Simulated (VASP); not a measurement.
# BiTe3 in VASP: further runs, part 2 of 2

VASP 6.6.1. The steps go on from the part before.

## 3. Single point, PBE (atom 1 (Bi) moved 0.12 Å along z)

The input, INCAR:

```
  PREC = Accurate
  ENCUT = 520
  EDIFF = 1E-6
  ISMEAR = 0
  SIGMA = 0.05
  LREAL = F
  LASPH = T
  NELM = 100
  ALGO = Normal
  ISIF = 2
  LWAVE = F
  LCHARG = F
  GGA = PE
  NBANDS = 24
```

The input, KPOINTS:

```
regular mesh
0
Gamma
  6 6 6
```

The input, POSCAR:

```
BiTe3
1.0
    6.0412745303      0.0000000000      0.0000000000
    0.0000000000      6.0412745303      0.0000000000
    0.0000000000      0.0000000000      6.0412745303
Bi Te
1 3
Direct
    0.0000000000      0.0000000000      0.0198633582
    0.5000000000      0.0000000000      0.0000000000
    0.0000000000      0.0000000000      0.5000000000
    0.0000000000      0.5000000000      0.0000000000
```

Potentials or basis: VASP PAW PBE potentials, release 64 (Bi_d, Te).

Started as:

```bash
cat potpaw_PBE.64/Bi_d/POTCAR potpaw_PBE.64/Te/POTCAR > POTCAR
mpirun -np 1 vasp_std > vasp.out
```

OUTCAR:

```text
PREC = Accurate
   ENCUT = 520
   EDIFF = 1E-6
   ISMEAR = 0
   LREAL = F
   LASPH = T
   NELM = 100
   ISIF = 2
   GGA = PE

 ion  position               nearest neighbor table
   1  0.000  0.000  0.020-   3 2.90   2 3.02   4 3.02   4 3.02   2 3.02   3 3.14
   2  0.500  0.000  0.000-   1 3.02   1 3.02
   3  0.000  0.000  0.500-   1 2.90   1 3.14
   4  0.000  0.500  0.000-   1 3.02   1 3.02

  LATTYP: Found a simple cubic cell.
 ALAT       =     6.0412745303

  Lattice vectors:

 A1 = (   6.0412745303,   0.0000000000,   0.0000000000)
 A2 = (   0.0000000000,   6.0412745303,   0.0000000000)
 A3 = (   0.0000000000,   0.0000000000,   6.0412745303)

Analysis of symmetry for initial positions (statically):
=====================================================================
 Subroutine PRICEL returns:
 Original cell was already a primitive cell.

 Routine SETGRP: Setting up the symmetry group for a
 simple cubic supercell.

 Subroutine GETGRP returns: Found  8 space group operations
 (whereof  8 operations were pure point group operations)
 out of a pool of 48 trial point group operations.

The static configuration has the point symmetry C_4v.

Analysis of symmetry for dynamics (positions and initial velocities):
=====================================================================
 Subroutine PRICEL returns:
 Original cell was already a primitive cell.

 Routine SETGRP: Setting up the symmetry group for a
 simple cubic supercell.

 Subroutine GETGRP returns: Found  8 space group operations
 (whereof  8 operations were pure point group operations)
 out of a pool of 48 trial point group operations.

The dynamic configuration has the point symmetry C_4v.

[... 110 lines left out ...]
   POTIM  = 0.5000    time-step for ionic-motion
   TEBEG  =    0.0;   TEEND  =   0.0 temperature during run
   PSTRESS=    0.0 pullay stress
   NELECT =      33.0000    total number of electrons
   NUPDOWN=      -1.0000    fix difference up-down
   EMIN   =  10.00;   EMAX   =-10.00  energy-range for DOS
   EFERMI =   0.00;   METHOD = LEGACY
   ISMEAR =     0;   SIGMA  =   0.05  broadening in eV -4-tet -1-fermi 0-gaus
   EFERMI_NEDOS =   21; number of points for ismear=-14 and -15
   IALGO  =     38    algorithm
   IMIX   =      4    mixing-type and parameters
     AMIX     =   0.40;   BMIX     =  1.00
     AMIX_MAG =   1.60;   BMIX_MAG =  1.00
  volume/ion in A,a.u.               =      55.12       371.98
  Fermi-wavevector in a.u.,A,eV,Ry     =   0.869196  1.642542 10.279218  0.755501
  Thomas-Fermi vector in A             =   1.987983
   LORBIT       =      0    0 simple, 1 ext, 2 COOP (PROOUT), +10 PAW based schemes
   GGA     = PE    functional components
   LHFCALC =     F    Hartree Fock is set to
   AEXX    =    0.0000 exact exchange contribution
   IVDW    =     0    specifies the selected vdW correction
   LEPSILON=     F    determine dielectric tensor
   LRPA    =     F    only Hartree local field effects (RPA)
 non-spin polarized calculation
 Gauss-broadening in eV      SIGMA  =   0.05
  energy-cutoff  :      520.00
  volume of cell :      220.49
 maximum number of plane-waves:      6031
 NGX is ok and might be reduce to    48
   NGX = 23   NGY = 23   NGZ = 23

 number of electron      33.0000013 magnetization

 Free energy of the ion-electron system (eV)
  ---------------------------------------------------
  ext. energy  EPLUGINS =         0.00000000
  ---------------------------------------------------
  free energy    TOTEN  =       -10.70420976 eV

  energy without entropy =      -10.68420782  energy(sigma->0) =      -10.69420879

 E-fermi :   0.9775     XC(G=0):  -6.8191

 val. band max:        0.9615548158   @ k =   0.0000   0.5000   0.3333
 cond. band min:       0.9843221094   @ k =   0.1667   0.1667   0.3333
 fundamental gap:      0.0227672936
 Fermi energy:         0.9775088529

 k-point     1 :       0.0000    0.0000    0.0000
  band No.  band energies     occupation
      1     -21.8588      2.00000
      2     -21.8540      2.00000
      3     -21.8170      2.00000
      4     -21.8100      2.00000
      5     -21.8100      2.00000
      6     -11.3043      2.00000
[... 637 lines left out ...]
     23       7.0277      0.00000
     24       7.3046      0.00000

 [... further k-points ...]
[... 5 lines left out ...]
  --------------------------------------------------------------------------------------
  -------------------------------------------------------------------------------------
  Total       -0.1035441     -0.1035441      0.4364623      0.0000000     -0.0000000     -0.0000000
  in kB       -0.7524023     -0.7524023      3.1715504      0.0000000     -0.0000000     -0.0000000
  external PRESSURE =       0.5555820 kB  Pullay stress =       0.0000000 kB

 VOLUME and BASIS-vectors are now :
 -----------------------------------------------------------------------------
  energy-cutoff  :      520.00
  volume of cell :      220.49
      direct lattice vectors                 reciprocal lattice vectors
     6.041274530  0.000000000  0.000000000     0.165527985  0.000000000  0.000000000
     0.000000000  6.041274530  0.000000000     0.000000000  0.165527985  0.000000000
     0.000000000  0.000000000  6.041274530     0.000000000  0.000000000  0.165527985

 POSITION                                       TOTAL-FORCE (eV/Angst)
 -----------------------------------------------------------------------------------
      0.00000      0.00000      0.12000         0.000000      0.000000      0.023785
      3.02064      0.00000      0.00000         0.000000      0.000000     -0.088957
      0.00000      0.00000      3.02064        -0.000000      0.000000      0.154130
      0.00000      3.02064      0.00000         0.000000      0.000000     -0.088957
 -----------------------------------------------------------------------------------
    total drift:                                0.000000     -0.000000      0.000549

  FREE ENERGIE OF THE ION-ELECTRON SYSTEM (eV)
  ---------------------------------------------------
  free  energy   TOTEN  =       -10.7042097625 eV

  energy  without entropy=      -10.6842078186  energy(sigma->0) =      -10.69420879
```

It took 3.6 min on 1 thread of Intel Xeon 8259CL, shared host; peak memory 0.45 GiB.

What came out:

```yaml
Free_energy: -10.7042 eV
Pressure: 0.1 GPa
Largest_force: 0.154 eV/Å
Band_gap_on_the_k_mesh: zero (an odd number of electrons rules out a gap without spin polarisation)
```

Forces in eV/Å, atoms in the order of the input:
```
Bi   0.000  0.000  0.024
Te   0.000  0.000 -0.089
Te   0.000  0.000  0.154
Te   0.000  0.000 -0.089
```

Stress tensor (GPa, compression positive):
```
-0.08  0.00  0.00
 0.00 -0.08  0.00
 0.00  0.00  0.32
```

Caveat: the cell differs from its parent crystal (atom 1 (Bi) moved 0.12 Å along z); spin-orbit coupling is left out, which moves the levels of the heavy elements.

The gap in the log of VASP goes by the Fermi energy; the results here count the filled bands.